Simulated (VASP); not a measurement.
# Ir (P6_3/mmc) in VASP: further runs, part 2 of 2

VASP 6.6.1. The steps go on from the part before.

## Step 3: Single point, PBE

This run uses another cell than the first one, of 13.45 Å³/atom, 1.009 times its volume.

INCAR reads:

```
PREC = Accurate
ENCUT = 520
EDIFF = 1E-6
ISMEAR = 0
SIGMA = 0.15
LREAL = False
LASPH = True
NELM = 60
ALGO = Fast
ISIF = 2
LWAVE = False
LCHARG = False
GGA = PE
NBANDS = 16
```

KPOINTS reads:

```
Automatic mesh
0
Gamma
  18 18 10
```

POSCAR reads:

```
Ir
1.0
    2.6196000000      0.0000000000      0.0000000000
   -1.3098000000      2.2686401478      0.0000000000
    0.0000000000      0.0000000000      4.5272000000
Ir
2
Direct
    0.6666666667      0.3333333333      0.7500000000
    0.3333333333      0.6666666667      0.2500000000
```

Potentials or basis: VASP PAW PBE potentials, release 64 (Ir).

The run is started by

```sh
> cat potpaw_PBE.64/Ir/POTCAR > POTCAR
> mpirun -np 1 vasp_std > vasp.out
```

OUTCAR:

```text
PREC = Accurate
   ENCUT = 520
   EDIFF = 1E-6
   ISMEAR = 0
   LREAL = False
   LASPH = True
   NELM = 60
   ISIF = 2
   GGA = PE

 ion  position               nearest neighbor table
   1  0.667  0.333  0.750-   2 2.72   2 2.72   2 2.72   2 2.72   2 2.72   2 2.72
   2  0.333  0.667  0.250-   1 2.72   1 2.72   1 2.72   1 2.72   1 2.72   1 2.72

  LATTYP: Found a hexagonal cell.
 ALAT       =     2.6196000000
 C/A-ratio  =     1.7282027791

  Lattice vectors:

 A1 = (   2.6196000000,   0.0000000000,   0.0000000000)
 A2 = (  -1.3098000000,   2.2686401478,   0.0000000000)
 A3 = (   0.0000000000,   0.0000000000,   4.5272000000)

Analysis of symmetry for initial positions (statically):
=====================================================================
 Subroutine PRICEL returns:
 Original cell was already a primitive cell.

 Routine SETGRP: Setting up the symmetry group for a
 hexagonal supercell.

 Subroutine GETGRP returns: Found 24 space group operations
 (whereof 12 operations were pure point group operations)
 out of a pool of 24 trial point group operations.

The static configuration has the point symmetry D_3d.
 The point group associated with its full space group is D_6h.

Analysis of symmetry for dynamics (positions and initial velocities):
=====================================================================
 Subroutine PRICEL returns:
 Original cell was already a primitive cell.

 Routine SETGRP: Setting up the symmetry group for a
 hexagonal supercell.

 Subroutine GETGRP returns: Found 24 space group operations
 (whereof 12 operations were pure point group operations)
 out of a pool of 24 trial point group operations.

The dynamic configuration has the point symmetry D_3d.
 The point group associated with its full space group is D_6h.

[... 108 lines left out ...]
   PSTRESS=    0.0 pullay stress
   NELECT =      18.0000    total number of electrons
   NUPDOWN=      -1.0000    fix difference up-down
   EMIN   =  10.00;   EMAX   =-10.00  energy-range for DOS
   EFERMI =   0.00;   METHOD = LEGACY
   ISMEAR =     0;   SIGMA  =   0.15  broadening in eV -4-tet -1-fermi 0-gaus
   EFERMI_NEDOS =   21; number of points for ismear=-14 and -15
   IALGO  =     68    algorithm
   IMIX   =      4    mixing-type and parameters
     AMIX     =   0.40;   BMIX     =  1.00
     AMIX_MAG =   1.60;   BMIX_MAG =  1.00
  volume/ion in A,a.u.               =      13.45        90.78
  Fermi-wavevector in a.u.,A,eV,Ry     =   1.431822  2.705750 27.893482  2.050113
  Thomas-Fermi vector in A             =   2.551516
   LORBIT       =      0    0 simple, 1 ext, 2 COOP (PROOUT), +10 PAW based schemes
   GGA     = PE    functional components
   LHFCALC =     F    Hartree Fock is set to
   AEXX    =    0.0000 exact exchange contribution
   IVDW    =     0    specifies the selected vdW correction
   LEPSILON=     F    determine dielectric tensor
   LRPA    =     F    only Hartree local field effects (RPA)
 non-spin polarized calculation
 RMM-DIIS sequential band-by-band and
 Gauss-broadening in eV      SIGMA  =   0.15
  energy-cutoff  :      520.00
  volume of cell :       26.90
 maximum number of plane-waves:       750
 NGX is ok and might be reduce to    20
   NGX =  9   NGY =  9   NGZ = 17

 number of electron      18.0000001 magnetization

 Free energy of the ion-electron system (eV)
  ---------------------------------------------------
  ext. energy  EPLUGINS =         0.00000000
  ---------------------------------------------------
  free energy    TOTEN  =       -17.23093208 eV

  energy without entropy =      -17.20732966  energy(sigma->0) =      -17.21913087

 E-fermi :  11.3463     XC(G=0): -14.2855

 val. band max:       11.3364877147   @ k =   0.2222   0.2222   0.4000
 cond. band min:      11.3486077941   @ k =   0.3889   0.1667   0.2000
 fundamental gap:      0.0121200794
 Fermi energy:        11.3463260395

 k-point     1 :       0.0000    0.0000    0.0000
  band No.  band energies     occupation
      1      -0.3658      2.00000
      2       2.5085      2.00000
      3       6.4913      2.00000
      4       7.2809      2.00000
      5       7.2809      2.00000
      6       7.8442      2.00000
[... 433 lines left out ...]
      3       4.0806      2.00000
      4       7.0580      2.00000
      5       7.2879      2.00000
      6       7.4342      2.00000
[... 8 lines left out ...]
     15      22.2489      0.00000
     16      25.6641      0.00000

 [... further k-points ...]
[... 5 lines left out ...]
  --------------------------------------------------------------------------------------
  -------------------------------------------------------------------------------------
  Total        7.8363867      7.8363867      2.5622598      0.0000000     -0.0000000      0.0000000
  in kB      466.6552614    466.6552614    152.5820583      0.0000000     -0.0000000      0.0000000
  external PRESSURE =     361.9641937 kB  Pullay stress =       0.0000000 kB

 VOLUME and BASIS-vectors are now :
 -----------------------------------------------------------------------------
  energy-cutoff  :      520.00
  volume of cell :       26.90
      direct lattice vectors                 reciprocal lattice vectors
     2.619600000  0.000000000  0.000000000     0.381737670  0.220396346  0.000000000
    -1.309800000  2.268640148  0.000000000     0.000000000  0.440792693  0.000000000
     0.000000000  0.000000000  4.527200000     0.000000000  0.000000000  0.220887083

 POSITION                                       TOTAL-FORCE (eV/Angst)
 -----------------------------------------------------------------------------------
      1.30980      0.75621      3.39540         0.000000     -0.000000      0.000000
     -0.00000      1.51243      1.13180        -0.000000      0.000000      0.000000
 -----------------------------------------------------------------------------------
    total drift:                                0.000000     -0.000000     -0.000000

  FREE ENERGIE OF THE ION-ELECTRON SYSTEM (eV)
  ---------------------------------------------------
  free  energy   TOTEN  =       -17.2309320753 eV

  energy  without entropy=      -17.2073296632  energy(sigma->0) =      -17.21913087
```

OSZICAR:

```text
N       E                     dE             d eps       ncg     rms          rms(c)
DAV:   1     0.145339186962E+03    0.14534E+03   -0.84923E+03  7104   0.114E+03
DAV:   2    -0.146108152880E+02   -0.15995E+03   -0.14439E+03  7104   0.313E+02
DAV:   3    -0.182147187172E+02   -0.36039E+01   -0.35622E+01  9888   0.564E+01
DAV:   4    -0.182545230189E+02   -0.39804E-01   -0.39796E-01  8016   0.494E+00
DAV:   5    -0.182556428063E+02   -0.11198E-02   -0.11198E-02  9928   0.868E-01    0.255E+01
RMM:   6    -0.174264201242E+02    0.82922E+00   -0.79737E-01  7154   0.100E+01    0.109E+01
RMM:   7    -0.172372241662E+02    0.18920E+00   -0.50566E-01  7497   0.587E+00    0.202E+00
RMM:   8    -0.172375036248E+02   -0.27946E-03   -0.66480E-02  8342   0.271E+00    0.164E+00
RMM:   9    -0.172359703211E+02    0.15333E-02   -0.12416E-02  8565   0.797E-01    0.833E-01
RMM:  10    -0.172307547501E+02    0.52156E-02   -0.15628E-02  7501   0.164E+00    0.448E-01
RMM:  11    -0.172309332960E+02   -0.17855E-03   -0.10407E-03  7849   0.394E-01    0.329E-01
RMM:  12    -0.172309614159E+02   -0.28120E-04   -0.33203E-04  8431   0.117E-01    0.242E-01
RMM:  13    -0.172309608217E+02    0.59419E-06   -0.74940E-05 10181   0.574E-02    0.252E-01
RMM:  14    -0.172309656962E+02   -0.48745E-05   -0.70829E-06  7664   0.229E-02    0.154E-01
RMM:  15    -0.172309382836E+02    0.27413E-04   -0.37694E-05  9899   0.587E-02    0.497E-02
RMM:  16    -0.172309335771E+02    0.47065E-05   -0.63908E-06  8394   0.226E-02    0.180E-02
RMM:  17    -0.172309318761E+02    0.17011E-05   -0.52921E-06  7553   0.210E-02    0.357E-03
RMM:  18    -0.172309320753E+02   -0.19927E-06   -0.12706E-06  4415   0.752E-03
   1 F= -.17230932E+02 E0= -.17219131E+02  d E =-.236024E-01
```

stdout:

```text
POSCAR found type information on POSCAR Ir
 POSCAR found :  1 types and       2 ions
 scaLAPACK will be used
 LDA part: xc-table for (Slater+PW92), standard interpolation
 POSCAR, INCAR and KPOINTS ok, starting setup
 FFT: planning ... GRIDC
 FFT: planning ... GRID_SOFT
 FFT: planning ... GRID
 WAVECAR not read
 entering main loop
```

Wall time 49 s (1 thread of AMD EPYC 9R45 (Zen 5), shared host); peak memory 0.17 GiB.

Results:

```yaml
Free_energy: -17.2309 eV
Pressure: 36.2 GPa
Band_gap_on_the_k_mesh: zero (band 9 reaches 12.88 eV, above the bottom of band 10 at 8.83 eV)
```

Caveat: spin-orbit coupling is left out, which moves the levels of the heavy elements.

## Step 4: Single point, PBE

This run uses another cell than the first one, of 13.42 Å³/atom, 1.007 times its volume.

INCAR reads:

```
PREC = Accurate
ENCUT = 520
EDIFF = 1E-7
ISMEAR = 0
SIGMA = 0.15
LREAL = F
LASPH = T
NELM = 100
ALGO = Fast
ISIF = 2
LWAVE = F
LCHARG = T
GGA = PE
LELF = T
LVHAR = T
NBANDS = 16
```

KPOINTS is that of step 3.

POSCAR reads:

```
Ir
1.0
    2.6837000000      0.0000000000      0.0000000000
   -1.3418500000      2.3241523762      0.0000000000
    0.0000000000      0.0000000000      4.3045000000
Ir
2
Direct
    0.6666666667      0.3333333333      0.7500000000
    0.3333333333      0.6666666667      0.2500000000
```

The run is started by

```sh
> cat potpaw_PBE.64/Ir/POTCAR > POTCAR
> mpirun -np 1 vasp_std > vasp.out
```

Wall time 43 s (1 thread of AMD EPYC 9R45 (Zen 5), shared host); peak memory 0.17 GiB.

Results (log left out):

```yaml
Free_energy: -17.3238 eV
Pressure: 35.6 GPa
Band_gap_on_the_k_mesh: zero (band 9 reaches 12.62 eV, above the bottom of band 10 at 8.92 eV)
```

Stress tensor (GPa, compression positive):
```
33.53  0.00  0.00
 0.00 33.53  0.00
 0.00  0.00 39.87
```

Levels at points of the mesh, in eV from the Fermi level:
| k point | band 5 | band 6 | band 7 | band 8 | band 9 | band 10 | band 11 | band 12 | band 13 | band 14 |
| --- | --- | --- | --- | --- | --- | --- | --- | --- | --- | --- |
| (0.00, 0.00, 0.00) | -4.20 | -3.47 | -3.47 | -2.72 | -2.72 | -0.88 | 0.26 | 0.26 | 7.73 | 14.05 |
| (0.50, 0.00, 0.00) | -3.84 | -3.80 | -3.20 | 0.69 | 1.12 | 1.18 | 3.13 | 4.64 | 8.60 | 10.86 |
| (0.00, 0.00, 0.50) | -4.38 | -4.38 | -4.38 | -4.38 | -0.53 | -0.53 | -0.53 | -0.53 | 13.61 | 13.61 |
| (0.50, 0.00, 0.50) | -2.41 | -2.41 | -1.13 | -1.13 | 0.98 | 0.98 | 2.11 | 2.11 | 8.14 | 8.14 |

Caveat: spin-orbit coupling is left out, which moves the levels of the heavy elements.

## Step 5: Single point, PBE

This run uses another cell than the first one, of 13.39 Å³/atom, 1.005 times its volume.

INCAR reads:

```
SYSTEM = Ir
  PREC = Accurate
  ENCUT = 520
  EDIFF = 1E-7
  ISMEAR = 0
  SIGMA = 0.15
  LREAL = .False.
  LASPH = .True.
  NELM = 60
  ALGO = Normal
  ISIF = 2
  LWAVE = .False.
  LCHARG = .False.
  GGA = PE
  NBANDS = 16
```

KPOINTS reads:

```
regular mesh
0
Gamma
  18 18 10
  0 0 0
```

POSCAR reads:

```
Ir
1.0
    2.7478111495      0.0000000000      0.0000000000
   -1.3739055747      2.3796742603      0.0000000000
    0.0000000000      0.0000000000      4.0967000000
Ir
2
Direct
    0.6666666667      0.3333333333      0.7500000000
    0.3333333333      0.6666666667      0.2500000000
```

The run is started by

```sh
> cat potpaw_PBE.64/Ir/POTCAR > POTCAR
> mpirun -np 1 vasp_std > vasp.out
```

It took 30 s on 1 thread of AMD EPYC 9R45 (Zen 5), shared host; peak memory 0.17 GiB.

The run converged. Its results:

- Free energy: -17.1141 eV
- Pressure: 41.0 GPa
- Band gap on the k mesh: zero (band 9 reaches 12.41 eV, above the bottom of band 10 at 9.13 eV)

Stress tensor (GPa, compression positive):
```
28.28  0.00  0.00
 0.00 28.28  0.00
 0.00  0.00 66.49
```

Levels at points of the mesh, in eV from the Fermi level:
```csv
k point,band 6,band 7,band 8,band 9,band 10,band 11,band 12,band 13
"(0.00, 0.00, 0.00)",-3.45,-3.45,-3.41,-3.41,-0.07,0.20,0.20,8.73
"(0.50, 0.00, 0.00)",-3.42,-2.74,0.10,0.81,1.46,2.81,4.19,8.91
"(0.00, 0.00, 0.50)",-4.77,-4.46,-4.46,-0.47,-0.47,-0.47,-0.47,13.33
"(0.50, 0.00, 0.50)",-2.82,-1.24,-1.24,0.55,0.55,1.97,1.97,7.97
```

Caveat: spin-orbit coupling is left out, which moves the levels of the heavy elements.

## Step 6: Single point, PBE

This run uses another cell than the first one, of 13.51 Å³/atom, 1.013 times its volume.

INCAR reads:

```
PREC = Accurate
ENCUT = 520
EDIFF = 1E-7
ISMEAR = 0
SIGMA = 0.15
LREAL = F
LASPH = T
NELM = 100
ALGO = Fast
ISIF = 2
LWAVE = F
LCHARG = T
GGA = PE
LELF = T
LVHAR = T
NBANDS = 16
```

KPOINTS reads:

```
Automatic mesh
0
Gamma
  18 18 10
```

POSCAR reads:

```
Ir
1.0
    2.7203000000      0.0000000000      0.0000000000
   -1.3601500000      2.3558489059      0.0000000000
    0.0000000000      0.0000000000      4.2155000000
Ir
2
Direct
    0.6666666667      0.3333333333      0.7500000000
    0.3333333333      0.6666666667      0.2500000000
```

Potentials or basis: VASP PAW PBE potentials, release 64 (Ir).

The run is started by

```sh
> cat potpaw_PBE.64/Ir/POTCAR > POTCAR
> mpirun -np 1 vasp_std > vasp.out
```

It took 46 s on 1 thread of AMD EPYC 9R45 (Zen 5), shared host; peak memory 0.17 GiB.

The run converged. Its results:

```
Free energy            : -17.3017 eV
Pressure               : 33.8 GPa
Band gap on the k mesh : zero (band 9 reaches 12.40 eV, above the bottom of band 10 at 8.84 eV)
```

Stress tensor (GPa, compression positive):
```
26.08  0.00  0.00
 0.00 26.08  0.00
 0.00  0.00 49.30
```

Levels at points of the mesh, in eV from the Fermi level:
```csv
k point,band 5,band 6,band 7,band 8,band 9,band 10,band 11,band 12,band 13,band 14
"(0.00, 0.00, 0.00)",-3.82,-3.42,-3.42,-3.04,-3.04,-0.51,0.22,0.22,8.12,13.86
"(0.50, 0.00, 0.00)",-3.94,-3.62,-2.97,0.39,0.97,1.25,2.95,4.39,8.65,11.07
"(0.00, 0.00, 0.50)",-4.51,-4.51,-4.51,-4.51,-0.53,-0.53,-0.53,-0.53,13.52,13.52
"(0.50, 0.00, 0.50)",-2.58,-2.58,-1.18,-1.18,0.75,0.75,2.03,2.03,7.96,7.96
```

Caveat: spin-orbit coupling is left out, which moves the levels of the heavy elements.

## Step 7: Overview

| cell | gap on the mesh (eV) | pressure (GPa) |
| --- | --- | --- |
| a = 2.665, b = 2.665, c = 4.334 Å, angles 90.0, 90.0, 120.0°, 2 atoms | none | 39.1 |
| a = 2.620, b = 2.620, c = 4.527 Å, angles 90.0, 90.0, 120.0°, 2 atoms | none | 36.2 |
| a = 2.684, b = 2.684, c = 4.304 Å, angles 90.0, 90.0, 120.0°, 2 atoms | none | 35.6 |
| a = 2.748, b = 2.748, c = 4.097 Å, angles 90.0, 90.0, 120.0°, 2 atoms | none | 41.0 |
| a = 2.720, b = 2.720, c = 4.215 Å, angles 90.0, 90.0, 120.0°, 2 atoms | none | 33.8 |

Alike in all rows: task single point; level PBE; potentials or basis VASP PAW PBE potentials, release 64 (Ir); no spin polarisation; k mesh 18 × 18 × 10; cutoff (eV) 520; smearing gaussian 0.15 eV.

Caveats: spin-orbit coupling is left out, which moves the levels of the heavy elements.

Total energies depend on the potentials used, so only differences within one code and one set of settings carry meaning.
